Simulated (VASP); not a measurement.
# Mo in VASP: further runs, part 2 of 2

VASP 6.6.1. The steps go on from the part before.

### 4 Single point, r2SCAN (biaxial strain in the a-b plane: +2.0 %, then relaxed in part)

POSCAR reads:

```
Mo
1.0
    3.2134388980      0.0000000000      0.0000000000
    0.0000000000      3.2134388980      0.0000000000
    0.0000000000      0.0000000000      3.1100533993
Mo
2
Direct
    0.0000000000      0.0000000000      0.0000000000
    0.5000000000      0.5000000000      0.5000000000
```

INCAR.step1 reads:

```
PREC = Accurate
ENCUT = 520
ISMEAR = 0
SIGMA = 0.1
LREAL = F
LASPH = T
NELM = 80
NBANDS = 21
GGA = PE
ALGO = Normal
EDIFF = 1E-4
LWAVE = T
LCHARG = F
```

INCAR.step2 reads:

```
PREC = Accurate
ENCUT = 520
EDIFF = 1E-6
ISMEAR = 0
SIGMA = 0.1
LREAL = F
LASPH = T
NELM = 80
ALGO = Normal
ISIF = 2
LWAVE = F
LCHARG = T
METAGGA = R2SCAN
LMIXTAU = T
LELF = T
LVHAR = T
NBANDS = 21
ISTART = 1
```

KPOINTS reads:

```
regular mesh
0
Gamma
  16 16 16
```

Potentials or basis: VASP PAW PBE potentials, release 64 (Mo_sv).

Started as:

```sh
$ cat potpaw_PBE.64/Mo_sv/POTCAR > POTCAR
$ cp INCAR.step1 INCAR
$ mpirun -np 1 vasp_std > vasp.out
$ cp INCAR.step2 INCAR
$ mpirun -np 1 vasp_std > vasp.out
```

OUTCAR:

```text
PREC = Accurate
   ENCUT = 520
   EDIFF = 1E-6
   ISMEAR = 0
   LREAL = F
   LASPH = T
   NELM = 80
   ISIF = 2
   METAGGA = R2SCAN
   ISTART = 1

 ion  position               nearest neighbor table
   1  0.000  0.000  0.000-   2 2.75   2 2.75   2 2.75   2 2.75   2 2.75   2 2.75   2 2.75   2 2.75

   2  0.500  0.500  0.500-   1 2.75   1 2.75   1 2.75   1 2.75   1 2.75   1 2.75   1 2.75   1 2.75

  LATTYP: Found a simple tetragonal cell.
 ALAT       =     3.2134388980
 C/A-ratio  =     0.9678271466

  Lattice vectors:

 A1 = (   3.2134388980,   0.0000000000,   0.0000000000)
 A2 = (   0.0000000000,   3.2134388980,   0.0000000000)
 A3 = (   0.0000000000,   0.0000000000,   3.1100533993)

Analysis of symmetry for initial positions (statically):
=====================================================================
 Subroutine PRICEL returns following result:

  LATTYP: Found a body centered tetragonal cell.
 ALAT       =     3.2134388980
 C/A-ratio  =     0.9678271466

  Lattice vectors:

 A1 = (  -1.6067194490,  -1.6067194490,  -1.5550266996)
 A2 = (   1.6067194490,   1.6067194490,  -1.5550266997)
 A3 = (   1.6067194490,  -1.6067194490,   1.5550266996)

   2 primitive cells build up your supercell.

 Routine SETGRP: Setting up the symmetry group for a
 simple tetragonal supercell.

 Subroutine GETGRP returns: Found 16 space group operations
 (whereof 16 operations were pure point group operations)
 out of a pool of 16 trial point group operations.

The static configuration has the point symmetry D_4h.

Analysis of symmetry for dynamics (positions and initial velocities):
=====================================================================
 Subroutine PRICEL returns following result:

  LATTYP: Found a body centered tetragonal cell.
 ALAT       =     3.2134388980
 C/A-ratio  =     0.9678271466

  Lattice vectors:
[... 125 lines left out ...]
   EMIN   =  10.00;   EMAX   =-10.00  energy-range for DOS
   EFERMI =   0.00;   METHOD = LEGACY
   ISMEAR =     0;   SIGMA  =   0.10  broadening in eV -4-tet -1-fermi 0-gaus
   EFERMI_NEDOS =   21; number of points for ismear=-14 and -15
   IALGO  =     38    algorithm
   IMIX   =      4    mixing-type and parameters
     AMIX     =   0.40;   BMIX     =  1.00
     AMIX_MAG =   1.60;   BMIX_MAG =  1.00
  volume/ion in A,a.u.               =      16.06       108.36
  Fermi-wavevector in a.u.,A,eV,Ry     =   1.563957  2.955451 33.279335  2.445962
  Thomas-Fermi vector in A             =   2.666652
   LORBIT       =      0    0 simple, 1 ext, 2 COOP (PROOUT), +10 PAW based schemes
   METAGGA = R2SCAN    functional components
   LHFCALC =     F    Hartree Fock is set to
   AEXX    =    0.0000 exact exchange contribution
   IVDW    =     0    specifies the selected vdW correction
   LEPSILON=     F    determine dielectric tensor
   LRPA    =     F    only Hartree local field effects (RPA)
 non-spin polarized calculation
 Gauss-broadening in eV      SIGMA  =   0.10
  energy-cutoff  :      520.00
  volume of cell :       32.12
 maximum number of plane-waves:       888
 NGX is ok and might be reduce to    24
   NGX = 11   NGY = 11   NGZ = 11

 number of electron      28.0000005 magnetization

 Free energy of the ion-electron system (eV)
  ---------------------------------------------------
  ext. energy  EPLUGINS =         0.00000000
  ---------------------------------------------------
  free energy    TOTEN  =       -52.12306296 eV

  energy without entropy =      -52.11672062  energy(sigma->0) =      -52.11989179

 E-fermi :  12.1450     XC(G=0): -14.4666

 val. band max:       12.1415705709   @ k =   0.1250   0.1250   0.5000
 cond. band min:      12.1479308384   @ k =   0.4375   0.0000   0.1250
 fundamental gap:      0.0063602675
 Fermi energy:        12.1450298821

 k-point     1 :       0.0000    0.0000    0.0000
  band No.  band energies     occupation
      1     -51.1026      2.00000
      2     -50.6559      2.00000
      3     -24.6227      2.00000
      4     -24.6227      2.00000
      5     -24.5241      2.00000
      6     -23.6411      2.00000
[... 565 lines left out ...]
     20      15.5599      0.00000
     21      26.9375      0.00000

 [... further k-points ...]

------------------------ aborting loop because EDIFF is reached ----------------------------------------

  FORCE on cell =-STRESS in cart. coord.  units (eV):
  Direction    XX          YY          ZZ          XY          YZ          ZX
  --------------------------------------------------------------------------------------
  -------------------------------------------------------------------------------------
  Total       -1.8033575     -1.8033575      0.2026019      0.0000000      0.0000000      0.0000000
  in kB      -89.9672576    -89.9672576     10.1075540      0.0000000      0.0000000      0.0000000
  external PRESSURE =     -56.6089871 kB  Pullay stress =       0.0000000 kB

 VOLUME and BASIS-vectors are now :
 -----------------------------------------------------------------------------
  energy-cutoff  :      520.00
  volume of cell :       32.12
      direct lattice vectors                 reciprocal lattice vectors
     3.213438898  0.000000000  0.000000000     0.311193096  0.000000000  0.000000000
     0.000000000  3.213438898  0.000000000     0.000000000  0.311193096  0.000000000
     0.000000000  0.000000000  3.110053399     0.000000000  0.000000000  0.321537887

 POSITION                                       TOTAL-FORCE (eV/Angst)
 -----------------------------------------------------------------------------------
      0.00000      0.00000      0.00000         0.000000     -0.000000      0.000000
      1.60672      1.60672      1.55503        -0.000000      0.000000     -0.000000
 -----------------------------------------------------------------------------------
    total drift:                                0.000000      0.000000     -0.000000

  FREE ENERGIE OF THE ION-ELECTRON SYSTEM (eV)
  ---------------------------------------------------
  free  energy   TOTEN  =       -52.1230629572 eV

  energy  without entropy=      -52.1167206167  energy(sigma->0) =      -52.11989179
```

OUTCAR.step1:

```text
PREC = Accurate
   ENCUT = 520
   ISMEAR = 0
   LREAL = F
   LASPH = T
[... 819 lines left out ...]
 -----------------------------------------------------------------------------------
      0.00000      0.00000      0.00000         0.000000     -0.000000      0.000000
      1.60672      1.60672      1.55503        -0.000000      0.000000     -0.000000
 -----------------------------------------------------------------------------------
    total drift:                                0.000000      0.000000     -0.000000

  FREE ENERGIE OF THE ION-ELECTRON SYSTEM (eV)
  ---------------------------------------------------
  free  energy   TOTEN  =       -21.8463189552 eV

  energy  without entropy=      -21.8395740719  energy(sigma->0) =      -21.84294651
```

OSZICAR.step1:

```text
N       E                     dE             d eps       ncg     rms          rms(c)
DAV:   1     0.270640316217E+03    0.27064E+03   -0.16858E+04 17026   0.139E+03
DAV:   2    -0.175146256349E+02   -0.28815E+03   -0.27982E+03 19202   0.428E+02
DAV:   3    -0.231849149919E+02   -0.56703E+01   -0.55770E+01 19341   0.607E+01
DAV:   4    -0.232117857939E+02   -0.26871E-01   -0.26857E-01 18810   0.448E+00
DAV:   5    -0.232119656811E+02   -0.17989E-03   -0.17988E-03 19742   0.359E-01    0.195E+01
DAV:   6    -0.220107917047E+02    0.12012E+01   -0.22414E+00 18595   0.131E+01    0.506E+00
DAV:   7    -0.218539893581E+02    0.15680E+00   -0.43669E-01 19745   0.530E+00    0.138E+00
DAV:   8    -0.218461954253E+02    0.77939E-02   -0.83882E-03 17465   0.932E-01    0.287E-01
DAV:   9    -0.218462978544E+02   -0.10243E-03   -0.38815E-04 20000   0.196E-01    0.945E-02
DAV:  10    -0.218463189552E+02   -0.21101E-04   -0.25689E-05  9175   0.493E-02
   1 F= -.21846319E+02 E0= -.21842947E+02  d E =-.674488E-02
```

Run time: 7.4 min. Hardware: 1 thread of Oxide Virtual Turin-like, shared host; peak memory 0.28 GiB.

Results:

```yaml
Free_energy: -52.1231 eV
Pressure: -5.7 GPa
Band_gap_on_the_k_mesh: zero (bands 14 and 15 overlap by 2.37 eV)
```

Stress tensor (GPa, compression positive):
```
-9.00  0.00  0.00
 0.00 -9.00  0.00
 0.00  0.00  1.01
```

Caveat: the cell differs from its parent crystal (biaxial strain in the a-b plane: +2.0 %, then relaxed in part); the stress differs along the axes, from -9 to 1 GPa; the PAW data sets were made with another functional, which shifts forces and pressure a little.

### 5 The runs side by side

```csv
task,cell,k mesh,cutoff (eV),gap on the mesh (eV),pressure (GPa)
relaxation of cell and atoms,"relaxed to 10 GPa from a = 2.697 Å, angles 109.5°, 1 atom, atomic positions A",18 × 18 × 18,600,none,10.0
single point,"a = 4.458, b = 4.458, c = 5.450 Å, angles 90.0, 90.0, 120.0°, 6 atoms, atomic positions B",12 × 12 × 8,520,none,1.2
single point,"a = 3.213, b = 3.213, c = 3.110 Å, 2 atoms, atomic positions C",16 × 16 × 16,520,none,-5.7
```

Alike in all rows: level r2SCAN; potentials or basis VASP PAW PBE potentials, release 64 (Mo_sv); no spin polarisation; smearing gaussian 0.1 eV.

Caveats: the PAW data sets were made with another functional, which shifts forces and pressure a little; the cell is relaxed towards a set pressure, so the run minimises the enthalpy, not the energy (at least some runs); the stress differs along the axes, from -9 to 1 GPa (at least some runs).

Total energies depend on the potentials used, so only differences within one code and one set of settings carry meaning.

The gap in the log of VASP goes by the Fermi energy; the results here count the filled bands.